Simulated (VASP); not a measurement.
# MoS2 (P6_3/mmc) in VASP: notebook, part 2 of 2

VASP 6.6.1. Earlier steps stand in the parts before.

## (3) Single point, PBE, non-collinear spin, zero start, spin-orbit coupling

INCAR

```
PREC = Accurate
ENCUT = 520
EDIFF = 1E-6
ISMEAR = -1
SIGMA = 0.02
LREAL = F
LASPH = T
NELM = 150
ALGO = Normal
ISIF = 2
LWAVE = F
LCHARG = F
LNONCOLLINEAR = T
MAGMOM = 0 0 0 0 0 0 0 0 0 0 0 0 0 0 0 0 0 0
LORBIT = 11
LSORBIT = T
GGA_COMPAT = F
LORBMOM = T
LMAXMIX = 4
GGA = PE
NBANDS = 68
```

KPOINTS

```
regular mesh
0
Gamma
  12 12 2
```

POSCAR

```
MoS2
1.0
    3.1730194991      0.0000000000      0.0000000000
   -1.5865097496      2.7479154930      0.0000000000
    0.0000000000      0.0000000000     12.4359058611
Mo S
2 4
Direct
    0.3333333333      0.6666666667      0.2500000000
    0.6666666667      0.3333333333      0.7500000000
    0.3333333333      0.6666666667      0.6249005404
    0.6666666667      0.3333333333      0.1249005404
    0.3333333333      0.6666666667      0.8750994596
    0.6666666667      0.3333333333      0.3750994596
```

Potentials or basis: VASP PAW PBE potentials, release 64 (Mo_sv, S).

The run is started by

```
cat potpaw_PBE.64/Mo_sv/POTCAR potpaw_PBE.64/S/POTCAR > POTCAR
mpirun -np 1 vasp_ncl > vasp.out
```

OUTCAR:

```text
PREC = Accurate
   ENCUT = 520
   EDIFF = 1E-6
   ISMEAR = -1
   LREAL = F
   LASPH = T
   NELM = 150
   ISIF = 2
   LNONCOLLINEAR = T
   LORBIT = 11
   LSORBIT = T
   GGA = PE

 ion  position               nearest neighbor table
   1  0.333  0.667  0.250-   4 2.40   6 2.40   4 2.40   6 2.40   4 2.40   6 2.40
   2  0.667  0.333  0.750-   3 2.40   5 2.40   3 2.40   5 2.40   3 2.40   5 2.40
   3  0.333  0.667  0.625-   2 2.40   2 2.40   2 2.40
   4  0.667  0.333  0.125-   1 2.40   1 2.40   1 2.40
   5  0.333  0.667  0.875-   2 2.40   2 2.40   2 2.40
   6  0.667  0.333  0.375-   1 2.40   1 2.40   1 2.40

  LATTYP: Found a hexagonal cell.
 ALAT       =     3.1730194991
 C/A-ratio  =     3.9192655023

  Lattice vectors:

 A1 = (   3.1730194991,   0.0000000000,   0.0000000000)
 A2 = (  -1.5865097496,   2.7479154930,   0.0000000000)
 A3 = (   0.0000000000,   0.0000000000,  12.4359058611)

Analysis of symmetry for initial positions (statically):
=====================================================================
 Subroutine PRICEL returns:
 Original cell was already a primitive cell.

 Routine SETGRP: Setting up the symmetry group for a
 hexagonal supercell.

 Subroutine GETGRP returns: Found 24 space group operations
 (whereof 12 operations were pure point group operations)
 out of a pool of 24 trial point group operations.

The static configuration has the point symmetry D_3d.
 The point group associated with its full space group is D_6h.

Analysis of symmetry for dynamics (positions and initial velocities):
=====================================================================
 Subroutine PRICEL returns:
 Original cell was already a primitive cell.

 Routine SETGRP: Setting up the symmetry group for a
 hexagonal supercell.

 Subroutine GETGRP returns: Found 24 space group operations
 (whereof 12 operations were pure point group operations)
 out of a pool of 24 trial point group operations.

The dynamic configuration has the point symmetry D_3d.
 The point group associated with its full space group is D_6h.

Analysis of structural, dynamic, and magnetic symmetry:
=====================================================================
 Subroutine PRICEL returns:
 Original cell was already a primitive cell.

 Routine SETGRP: Setting up the symmetry group for a
 hexagonal supercell.

 Subroutine GETGRP returns: Found 24 space group operations
 (whereof 12 operations were pure point group operations)
 out of a pool of 24 trial point group operations.

The overall configuration has the point symmetry D_3d.
 The point group associated with its full space group is D_6h.

 Subroutine INISYM returns: Found 24 space group operations
 (whereof 12 operations are pure point group operations),
 and found     1 'primitive' translations

----------------------------------------------------------------------------------------

                                     Primitive cell

  volume of cell :     108.4310

  direct lattice vectors                    reciprocal lattice vectors
     3.173019499  0.000000000  0.000000000     0.315157219  0.181956105  0.000000000
    -1.586509750  2.747915493  0.000000000     0.000000000  0.363912210  0.000000000
     0.000000000  0.000000000 12.435905861     0.000000000  0.000000000  0.080412317

  length of vectors
[... 1778 lines left out ...]
    -1.586509750  2.747915493  0.000000000     0.000000000  0.363912210  0.000000000
     0.000000000  0.000000000 12.435905861     0.000000000  0.000000000  0.080412317

 POSITION                                       TOTAL-FORCE (eV/Angst)
 -----------------------------------------------------------------------------------
     -0.00000      1.83194      3.10898        -0.000000      0.000000      0.000000
      1.58651      0.91597      9.32693         0.000000      0.000000      0.000000
     -0.00000      1.83194      7.77120        -0.000000      0.000000     -0.100312
      1.58651      0.91597      1.55325         0.000000     -0.000000     -0.100312
     -0.00000      1.83194     10.88265         0.000000      0.000000      0.100312
      1.58651      0.91597      4.66470         0.000000     -0.000000      0.100312
 -----------------------------------------------------------------------------------
    total drift:                               -0.000000      0.000000     -0.000000

  FREE ENERGIE OF THE ION-ELECTRON SYSTEM (eV)
  ---------------------------------------------------
  free  energy   TOTEN  =       -43.8293964442 eV

  energy  without entropy=      -43.8293964442  energy(sigma->0) =      -43.82939644

 orbital moment (x)

 # of ion     p       d       tot
 ----------------------------------------
  1        -0.000  -0.000  -0.000
  2        -0.000  -0.000  -0.000
  3        -0.000   0.000  -0.000
  4         0.000   0.000   0.000
  5         0.000   0.000   0.000
  6         0.000   0.000   0.000
 ----------------------------------------
            0.000  -0.000   0.000

 orbital moment (y)

 # of ion     p       d       tot
 ----------------------------------------
  1        -0.000   0.000   0.000
  2        -0.000  -0.000  -0.000
  3         0.000   0.000   0.000
  4         0.000   0.000   0.000
  5        -0.000   0.000  -0.000
  6        -0.000   0.000  -0.000
 ----------------------------------------
            0.000   0.000   0.000

 orbital moment (z)

 # of ion     p       d       tot
 ----------------------------------------
  1         0.000  -0.000  -0.000
  2         0.000  -0.000  -0.000
  3         0.000   0.000   0.000
  4         0.000   0.000   0.000
  5         0.000   0.000   0.000
  6         0.000   0.000   0.000
 ----------------------------------------
            0.000  -0.000  -0.000

 Spin-Orbit-Coupling matrix elements

 Ion:    1  E_soc:     -0.1919375
 l=   1
     0.0000000    -0.0294223    -0.0294539
    -0.0294223     0.0000000    -0.0294223
    -0.0294539    -0.0294223     0.0000000
 l=   2
     0.0000000    -0.0004838     0.0000000    -0.0004838    -0.0021570
    -0.0004838     0.0000000    -0.0015858    -0.0004065    -0.0004838
     0.0000000    -0.0015858     0.0000000    -0.0015858     0.0000000
    -0.0004838    -0.0004065    -0.0015858     0.0000000    -0.0004838
    -0.0021570    -0.0004838     0.0000000    -0.0004838     0.0000000
 l=   3
     0.0000000     0.0000000     0.0000000     0.0000000     0.0000000     0.0000000     0.0000000
     0.0000000     0.0000000     0.0000000     0.0000000     0.0000000     0.0000000     0.0000000
     0.0000000     0.0000000     0.0000000     0.0000000     0.0000000     0.0000000     0.0000000
     0.0000000     0.0000000     0.0000000     0.0000000     0.0000000     0.0000000     0.0000000
[... 89 lines left out ...]
 l=   2
     0.0000000     0.0000000     0.0000000     0.0000000     0.0000000
     0.0000000     0.0000000     0.0000000     0.0000000     0.0000000
     0.0000000     0.0000000     0.0000000     0.0000000     0.0000000
     0.0000000     0.0000000     0.0000000     0.0000000     0.0000000
     0.0000000     0.0000000     0.0000000     0.0000000     0.0000000
 l=   3
     0.0000000     0.0000000     0.0000000     0.0000000     0.0000000     0.0000000     0.0000000
     0.0000000     0.0000000     0.0000000     0.0000000     0.0000000     0.0000000     0.0000000
     0.0000000     0.0000000     0.0000000     0.0000000     0.0000000     0.0000000     0.0000000
     0.0000000     0.0000000     0.0000000     0.0000000     0.0000000     0.0000000     0.0000000
     0.0000000     0.0000000     0.0000000     0.0000000     0.0000000     0.0000000     0.0000000
     0.0000000     0.0000000     0.0000000     0.0000000     0.0000000     0.0000000     0.0000000
     0.0000000     0.0000000     0.0000000     0.0000000     0.0000000     0.0000000     0.0000000

 total charge

# of ion       s       p       d       tot
------------------------------------------
    1        2.292   6.223   3.951  12.466
    2        2.292   6.223   3.951  12.466
    3        1.364   2.342   0.000   3.706
    4        1.364   2.342   0.000   3.706
    5        1.364   2.342   0.000   3.706
    6        1.364   2.342   0.000   3.706
--------------------------------------------------
tot         10.041  21.813   7.902  39.756

 magnetization (x)

# of ion       s       p       d       tot
------------------------------------------
    1       -0.000  -0.000  -0.000  -0.000
    2       -0.000   0.000  -0.000  -0.000
    3        0.000   0.000   0.000   0.000
    4        0.000  -0.000   0.000  -0.000
    5       -0.000   0.000   0.000   0.000
    6       -0.000   0.000   0.000   0.000
--------------------------------------------------
tot         -0.000   0.000  -0.000   0.000

 magnetization (y)

# of ion       s       p       d       tot
------------------------------------------
    1        0.000   0.000  -0.000  -0.000
    2       -0.000   0.000  -0.000   0.000
    3        0.000   0.000   0.000   0.000
    4        0.000   0.000   0.000   0.000
    5        0.000   0.000   0.000   0.000
    6        0.000   0.000   0.000   0.000
--------------------------------------------------
tot          0.000   0.000  -0.000   0.000

 magnetization (z)

# of ion       s       p       d       tot
------------------------------------------
    1        0.000   0.000   0.000   0.000
    2        0.000   0.000   0.000   0.000
    3        0.000   0.000   0.000   0.000
    4        0.000   0.000   0.000   0.000
    5        0.000   0.000   0.000   0.000
    6        0.000   0.000   0.000   0.000
--------------------------------------------------
tot          0.000   0.000   0.000   0.000
```

Run time: 16 min. Hardware: 1 thread of Oxide Virtual Turin-like, shared host; peak memory 0.63 GiB.

Results:

| Quantity | Value |
| --- | --- |
| Free energy | -43.8294 eV |
| Pressure | 2.3 GPa |
| Largest force | 0.100 eV/Å |
| Net moment | 0.00 μB per cell |
| Valence electrons inside the program's atomic spheres | Mo 12.47; S 3.71 |

Forces on the atoms (eV/Å):
```
Mo   0.000  0.000  0.000
Mo   0.000  0.000  0.000
S    0.000  0.000 -0.100
S    0.000  0.000 -0.100
S    0.000  0.000  0.100
S    0.000  0.000  0.100
```

Moments on the atoms (μB; x, y, z):
```
Mo  0.00 0.00 0.00
Mo  0.00 0.00 0.00
S   0.00 0.00 0.00
S   0.00 0.00 0.00
S   0.00 0.00 0.00
S   0.00 0.00 0.00
```

Caveat: this functional lacks dispersion, which binds the layers, so the pressure and a relaxed spacing across them are unreliable.
